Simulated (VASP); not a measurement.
# C9O in VASP: notebook

C9O is run at these levels: PBEsol; tasks: single point.

Program: VASP 6.6.1. These are calculated values, not measurements. Logs are shortened: lines on timing, memory, paths and dates and some standing lists are left out, and cuts for length are marked.

## 1. The cell of the first run

The cell holds a slab with vacuum, 10 atoms: a = 2.513 Å, b = 2.513 Å, c = 26.818 Å, α = 90.00°, β = 90.00°, γ = 120.00°.

## 2. Single point, PBEsol

Contents of INCAR:

```
SYSTEM = C9O
PREC     = Accurate       ! precision mode
ENCUT    = 910            ! plane-wave cutoff, eV
EDIFF    = 1E-6           ! SCF threshold, eV
ISMEAR   = 0              ! smearing method
SIGMA    = 0.05           ! smearing width, eV
LREAL    = .False.        ! projectors in reciprocal space
LASPH    = .True.         ! aspherical terms in the spheres
NELM     = 120            ! most SCF steps
ALGO     = Normal         ! electronic algorithm
ISIF     = 2              ! what is computed and relaxed
LWAVE    = .False.        ! write WAVECAR
LCHARG   = .False.        ! write CHGCAR
LDIPOL   = .True.       
IDIPOL   = 3            
DIPOL    = 0.5 0.5 0.517
GGA      = PS             ! functional
NBANDS   = 32             ! bands
GGA_COMPAT= .False.      
NELMDL   = -8
```

Contents of KPOINTS:

```
regular mesh
0
Gamma
  12 12 1
  0 0 0
```

Contents of POSCAR:

```
C9O
1.0
    2.5129226041      0.0000000000      0.0000000000
   -1.2564613021      2.1762548129      0.0000000000
    0.0000000000      0.0000000000     26.8183263218
C O
9 1
Direct
    0.3333333333      0.6666666667      0.3169474447
    0.0000000000      0.0000000000      0.3360742229
    0.0000000000      0.0000000000      0.3934545574
    0.6666666667      0.3333333333      0.4125813356
    0.6666666667      0.3333333333      0.4820879338
    0.3333333333      0.6666666667      0.4899404002
    0.3333333333      0.6666666667      0.6143535142
    0.0000000000      0.0000000000      0.6144523041
    0.6666666667      0.3333333333      0.7348702540
    0.6666666667      0.3333333333      0.7771380729
```

Potentials or basis: VASP PAW PBE potentials, release 64 (C_h, O_h).

Started as:

```bash
cat potpaw_PBE.64/C_h/POTCAR potpaw_PBE.64/O_h/POTCAR > POTCAR
mpirun -np 1 vasp_std > vasp.out
```

OUTCAR:

```text
SYSTEM = C9O
   PREC = Accurate
   ENCUT = 910
   EDIFF = 1E-6
   ISMEAR = 0
   LREAL = .False.
   LASPH = .True.
   NELM = 120
   ISIF = 2
   GGA = PS
   NELMDL = -8

 ion  position               nearest neighbor table
   1  0.333  0.667  0.317-
   2  0.000  0.000  0.336-
   3  0.000  0.000  0.393-
   4  0.667  0.333  0.413-
   5  0.667  0.333  0.482-   6 1.47   6 1.47   6 1.47
   6  0.333  0.667  0.490-   5 1.47   5 1.47   5 1.47
   7  0.333  0.667  0.614-   8 1.45   8 1.45   8 1.45
   8  0.000  0.000  0.614-   7 1.45   7 1.45   7 1.45
   9  0.667  0.333  0.735-  10 1.13
  10  0.667  0.333  0.777-   9 1.13

  LATTYP: Found a hexagonal cell.
 ALAT       =     2.5129226041
 C/A-ratio  =    10.6721656600

  Lattice vectors:

 A1 = (   2.5129226041,   0.0000000000,   0.0000000000)
 A2 = (  -1.2564613021,   2.1762548129,   0.0000000000)
 A3 = (   0.0000000000,   0.0000000000,  26.8183263218)

Analysis of symmetry for initial positions (statically):
=====================================================================
 Subroutine PRICEL returns:
 Original cell was already a primitive cell.

 Routine SETGRP: Setting up the symmetry group for a
 hexagonal supercell.

 Subroutine GETGRP returns: Found  6 space group operations
 (whereof  6 operations were pure point group operations)
 out of a pool of 24 trial point group operations.

The static configuration has the point symmetry C_3v.

Analysis of symmetry for dynamics (positions and initial velocities):
=====================================================================
 Subroutine PRICEL returns:
 Original cell was already a primitive cell.

 Routine SETGRP: Setting up the symmetry group for a
 hexagonal supercell.

 Subroutine GETGRP returns: Found  6 space group operations
 (whereof  6 operations were pure point group operations)
 out of a pool of 24 trial point group operations.

The dynamic configuration has the point symmetry C_3v.

 Subroutine INISYM returns: Found  6 space group operations
 (whereof  6 operations are pure point group operations),
 and found     1 'primitive' translations

----------------------------------------------------------------------------------------

                                     Primitive cell

  volume of cell :     146.6630

  direct lattice vectors                    reciprocal lattice vectors
     2.512922604  0.000000000  0.000000000     0.397943016  0.229752507  0.000000000
    -1.256461302  2.176254813  0.000000000     0.000000000  0.459505015  0.000000000
     0.000000000  0.000000000 26.818326322     0.000000000  0.000000000  0.037287935

  length of vectors
     2.512922604  2.512922604 26.818326322     0.459505015  0.459505015  0.037287935

  position of ions in fractional coordinates (direct lattice)
     0.333333333  0.666666667  0.316947445
     0.000000000  0.000000000  0.336074223
     0.000000000  0.000000000  0.393454557
     0.666666667  0.333333333  0.412581336
     0.666666667  0.333333333  0.482087934
     0.333333333  0.666666667  0.489940400
     0.333333333  0.666666667  0.614353514
     0.000000000  0.000000000  0.614452304
     0.666666667  0.333333333  0.734870254
     0.666666667  0.333333333  0.777138073

  ion indices of the primitive-cell ions
   primitive index   ion index
                 1           1
                 2           2
                 3           3
                 4           4
                 5           5
                 6           6
                 7           7
                 8           8
                 9           9
                10          10

----------------------------------------------------------------------------------------

 KPOINTS: regular mesh

Automatic generation of k-mesh.
 Grid dimensions read from file:
 generate k-points for:   12   12    1

 Generating k-lattice:

  Cartesian coordinates                     Fractional coordinates (reciprocal lattice)
     0.033161918  0.019146042  0.000000000     0.083333333  0.000000000  0.000000000
     0.000000000  0.038292085  0.000000000     0.000000000  0.083333333  0.000000000
     0.000000000  0.000000000  0.037287935     0.000000000  0.000000000  1.000000000

  Length of vectors
     0.038292085  0.038292085  0.037287935

  Shift w.r.t. Gamma in fractional coordinates (k-lattice)
     0.000000000  0.000000000  0.000000000

 Subroutine IBZKPT returns following result:
 ===========================================

 Found     19 irreducible k-points:

 Following reciprocal coordinates:
            Coordinates               Weight
  0.000000  0.000000  0.000000      1.000000
  0.083333 -0.000000  0.000000      6.000000
  0.166667 -0.000000  0.000000      6.000000
  0.250000  0.000000  0.000000      6.000000
  0.333333 -0.000000  0.000000      6.000000
  0.416667 -0.000000  0.000000      6.000000
[... 11 lines left out ...]
  0.333333  0.250000  0.000000     12.000000
  0.333333  0.333333  0.000000      2.000000
   k-points           NKPTS =     19   k-points in BZ     NKDIM =     19   number of bands    NBANDS=     32
   number of dos      NEDOS =    301   number of ions     NIONS =     10
   total plane-waves  NPLWV = 211680
   dimension x,y,z NGX =    28 NGY =   28 NGZ =  270
   dimension x,y,z NGXF=    56 NGYF=   56 NGZF=  540
   ions per type =               9   1
   NGX,Y,Z   is equivalent  to a cutoff of  18.52, 18.52, 16.74 a.u.
   NGXF,Y,Z  is equivalent  to a cutoff of  37.05, 37.05, 33.47 a.u.
 SYSTEM =  C9O
   PREC   = accura    normal or accurate (medium, high low for compatibility)
   ISTART =      0    job   : 0-new  1-cont  2-samecut
   ICHARG =      2    charge: 1-file 2-atom 10-const
   ISPIN  =      1    spin polarized calculation?
   LNONCOLLINEAR =      F non collinear calculations
   LSORBIT =      F    spin-orbit coupling
   LASPH  =      T    aspherical Exc in radial PAW
   ENCUT  =  910.0 eV  66.88 Ry    8.18 a.u.   6.18  6.18 65.96*2*pi/ulx,y,z
   NELM   =    120;   NELMIN=  2; NELMDL= -8     # of ELM steps
   EDIFF  = 0.1E-05   stopping-criterion for ELM
   LREAL  =      F    real-space projection
   EDIFFG = 0.1E-04   stopping-criterion for IOM
   NSW    =      0    number of steps for IOM
   IBRION =     -1    ionic relax: 0-MD 1-quasi-New 2-CG
   NFREE  =      0    steps in history (QN), initial steepest desc. (CG)
   ISIF   =      2    stress and relaxation
   ISYM   =      2    0-nonsym 1-usesym 2-fastsym
   POTIM  = 0.5000    time-step for ionic-motion
   TEBEG  =    0.0;   TEEND  =   0.0 temperature during run
   PSTRESS=    0.0 pullay stress
   NELECT =      42.0000    total number of electrons
   NUPDOWN=      -1.0000    fix difference up-down
   EMIN   =  10.00;   EMAX   =-10.00  energy-range for DOS
   EFERMI =   0.00;   METHOD = LEGACY
   ISMEAR =     0;   SIGMA  =   0.05  broadening in eV -4-tet -1-fermi 0-gaus
   EFERMI_NEDOS =   21; number of points for ismear=-14 and -15
   IALGO  =     38    algorithm
   IMIX   =      4    mixing-type and parameters
     AMIX     =   0.40;   BMIX     =  1.00
     AMIX_MAG =   1.60;   BMIX_MAG =  1.00
  volume/ion in A,a.u.               =      14.67        98.97
  Fermi-wavevector in a.u.,A,eV,Ry     =   1.079074  2.039154 15.842623  1.164400
  Thomas-Fermi vector in A             =   2.215029
   LORBIT       =      0    0 simple, 1 ext, 2 COOP (PROOUT), +10 PAW based schemes
   GGA     = PS    functional components
   LHFCALC =     F    Hartree Fock is set to
   AEXX    =    0.0000 exact exchange contribution
   IVDW    =     0    specifies the selected vdW correction
   LEPSILON=     F    determine dielectric tensor
   LRPA    =     F    only Hartree local field effects (RPA)
 non-spin polarized calculation
 Gauss-broadening in eV      SIGMA  =   0.05
  energy-cutoff  :      910.00
  volume of cell :      146.66
 maximum number of plane-waves:      9168
 NGX is ok and might be reduce to    28
   NGX = 13   NGY = 13   NGZ =131

 dipolmoment           0.000000      0.000000      0.295598 electrons x Angstroem

 number of electron      42.0000000 magnetization

 dipolmoment           0.000000      0.000000     -0.016788 electrons x Angstroem

 Free energy of the ion-electron system (eV)
  ---------------------------------------------------
  ext. energy  EPLUGINS =         0.00000000
  ---------------------------------------------------
  free energy    TOTEN  =       -87.35672716 eV

  energy without entropy =      -87.35300270  energy(sigma->0) =      -87.35486493

 E-fermi :   0.6910     XC(G=0):  -6.6182

 val. band max:        0.6772904333   @ k =   0.5000   0.0000   0.0000
 cond. band min:       0.7030042478   @ k =   0.4167   0.1667   0.0000
 fundamental gap:      0.0257138146
 Fermi energy:         0.6910221095

 k-point     1 :       0.0000    0.0000    0.0000
  band No.  band energies     occupation
      1     -24.3599      2.00000
      2     -20.4709      2.00000
      3     -18.9422      2.00000
      4     -18.2003      2.00000
      5     -16.5140      2.00000
      6     -10.3877      2.00000
[... 24 lines left out ...]
     31       8.1554      0.00000
     32       8.1554      0.00000

 k-point     2 :       0.0833   -0.0000    0.0000
  band No.  band energies     occupation
      1     -24.2824      2.00000
      2     -20.3000      2.00000
      3     -18.7781      2.00000
      4     -18.0416      2.00000
      5     -16.3555      2.00000
      6     -10.2288      2.00000
[... 24 lines left out ...]
     31       8.1115      0.00000
     32       8.6377      0.00000
[... 558 lines left out ...]
     31      11.7217      0.00000
     32      11.9281      0.00000

 k-point    19 :       0.3333    0.3333    0.0000
  band No.  band energies     occupation
      1     -22.8553      2.00000
      2     -13.6046      2.00000
      3     -13.1480      2.00000
      4     -12.2032      2.00000
      5     -11.5405      2.00000
      6     -11.5404      2.00000
[... 24 lines left out ...]
     31      11.5603      0.00000
     32      13.2666      0.00000

------------------------ aborting loop because EDIFF is reached ----------------------------------------

 vacuum level on the upper side and lower side of the slab       (xc-potential included)        -0.512         0.049

  FORCE on cell =-STRESS in cart. coord.  units (eV):
  Direction    XX          YY          ZZ          XY          YZ          ZX
  --------------------------------------------------------------------------------------
  -------------------------------------------------------------------------------------
  Total       -2.4329970     -2.4329970      0.0054937      0.0000000      0.0000000     -0.0000000
  in kB      -26.5785712    -26.5785712      0.0600139      0.0000000      0.0000000     -0.0000000
  external PRESSURE =     -17.6990428 kB  Pullay stress =       0.0000000 kB

 VOLUME and BASIS-vectors are now :
 -----------------------------------------------------------------------------
  energy-cutoff  :      910.00
  volume of cell :      146.66
      direct lattice vectors                 reciprocal lattice vectors
     2.512922604  0.000000000  0.000000000     0.397943016  0.229752507  0.000000000
    -1.256461302  2.176254813  0.000000000     0.000000000  0.459505015  0.000000000
     0.000000000  0.000000000 26.818326322     0.000000000  0.000000000  0.037287935

 POSITION                                       TOTAL-FORCE (eV/Angst)
 -----------------------------------------------------------------------------------
     -0.00000      1.45084      8.50000        -0.000000      0.000000      3.483034
      0.00000      0.00000      9.01295        -0.000000      0.000000     -5.456792
      0.00000      0.00000     10.55179         0.000000     -0.000000      4.324932
      1.25646      0.72542     11.06474        -0.000000      0.000000     -2.360025
      1.25646      0.72542     12.92879        -0.000000     -0.000000      0.005236
     -0.00000      1.45084     13.13938         0.000000      0.000000      0.003428
     -0.00000      1.45084     16.47593        -0.000000      0.000000      0.005317
      0.00000      0.00000     16.47858        -0.000000      0.000000     -0.006216
      1.25646      0.72542     19.70799        -0.000000      0.000000     -0.127263
      1.25646      0.72542     20.84154         0.000000     -0.000000      0.128349
 -----------------------------------------------------------------------------------
    total drift:                                0.000000      0.000000      0.001183

  FREE ENERGIE OF THE ION-ELECTRON SYSTEM (eV)
  ---------------------------------------------------
  free  energy   TOTEN  =       -87.3567271554 eV

  energy  without entropy=      -87.3530027025  energy(sigma->0) =      -87.35486493

 vacuum level on the upper side and lower side of the slab         6.172         6.747
```

Run time: 11 min. Hardware: 1 thread of Intel Xeon Platinum 8259CL at 2.50GHz (Skylake/Cascade Lake), shared host; peak memory 0.58 GiB.

Results:

```
Free energy            : -87.3567 eV
Largest force          : 5.457 eV/Å
Band gap on the k mesh : zero (bands 21 and 22 overlap by 0.06 eV)
```

Forces in eV/Å, atoms in the order of the input:
```
C    0.000  0.000  3.483
C    0.000  0.000 -5.457
C    0.000  0.000  4.325
C    0.000  0.000 -2.360
C    0.000  0.000  0.005
C    0.000  0.000  0.003
C    0.000  0.000  0.005
C    0.000  0.000 -0.006
C    0.000  0.000 -0.127
O    0.000  0.000  0.128
```

Caveat: the cutoff is under 1.25 times the usual one of these potentials, so pressure, stress and relaxed cells hold a basis-set (Pulay) error; the PAW data sets were made with another functional, which shifts forces and pressure a little.

## 3. Single point, PBEsol

Contents of INCAR:

```
SYSTEM = C9O
ALGO = Normal ; DIPOL = 0.5 0.5 0.482
EDIFF = 1E-6 ; ENCUT = 910
GGA = PS ; GGA_COMPAT = .False.
IDIPOL = 3 ; ISIF = 2
ISMEAR = 0 ; LASPH = .True.
LCHARG = .True. ; LDIPOL = .True.
LELF = .True. ; LREAL = .False.
LVACPOTAV = .True. ; LVHAR = .True.
LWAVE = .False. ; NBANDS = 32
NELM = 120 ; NELMDL = -8
PREC = Accurate ; SIGMA = 0.05
```

Contents of KPOINTS:

```
k-points
0
Gamma
  12 12 1
  0 0 0
```

Contents of POSCAR:

```
C9O
1.0
    2.5129226041      0.0000000000      0.0000000000
   -1.2564613021      2.1762548129      0.0000000000
    0.0000000000      0.0000000000     26.8183263218
C O
9 1
Direct
    0.3333333333      0.6666666667      0.3169474447
    0.0000000000      0.0000000000      0.3360742229
    0.0000000000      0.0000000000      0.3934545574
    0.6666666667      0.3333333333      0.4125813356
    0.6666666667      0.3333333333      0.4701022781
    0.3333333333      0.6666666667      0.4891746184
    0.3333333333      0.6666666667      0.5466686351
    0.0000000000      0.0000000000      0.5668436266
    0.0000000000      0.0000000000      0.6216487833
    0.0000000000      0.0000000000      0.6655335414
```

Potentials or basis: VASP PAW PBE potentials, release 64 (C_h, O_h).

Started as:

```bash
cat potpaw_PBE.64/C_h/POTCAR potpaw_PBE.64/O_h/POTCAR > POTCAR
mpirun -np 1 vasp_std > vasp.out
```

Run time: 7.3 min. Hardware: 1 thread of Intel Xeon Platinum 8488C (Sapphire Rapids), shared host; peak memory 0.57 GiB.

Results (log left out):

| Property | Result |
| --- | --- |
| Free energy | -88.4515 eV |
| Largest force | 4.575 eV/Å |
| Band gap on the k mesh | zero (bands 21 and 22 overlap by 0.21 eV) |

Forces in eV/Å, atoms in the order of the input:
```
C    0.000  0.000  4.064
C    0.000  0.000 -4.575
C    0.000  0.000  0.744
C    0.000  0.000 -0.251
C    0.000  0.000 -0.010
C    0.000  0.000  0.014
C    0.000  0.000  0.010
C    0.000  0.000  0.011
C    0.000  0.000 -0.151
O    0.000  0.000  0.146
```

Levels at points of the mesh, in eV from the Fermi level:
```tsv
k point	band 19	band 20	band 21	band 22	band 23	band 24
(0.00, 0.00, 0.00)	-0.81	-0.81	-0.05	3.34	3.71	3.71
(0.50, 0.00, 0.00)	-4.49	-3.81	-0.93	-0.10	3.42	3.56
```

Caveat: the cutoff is under 1.25 times the usual one of these potentials, so pressure, stress and relaxed cells hold a basis-set (Pulay) error; the PAW data sets were made with another functional, which shifts forces and pressure a little.
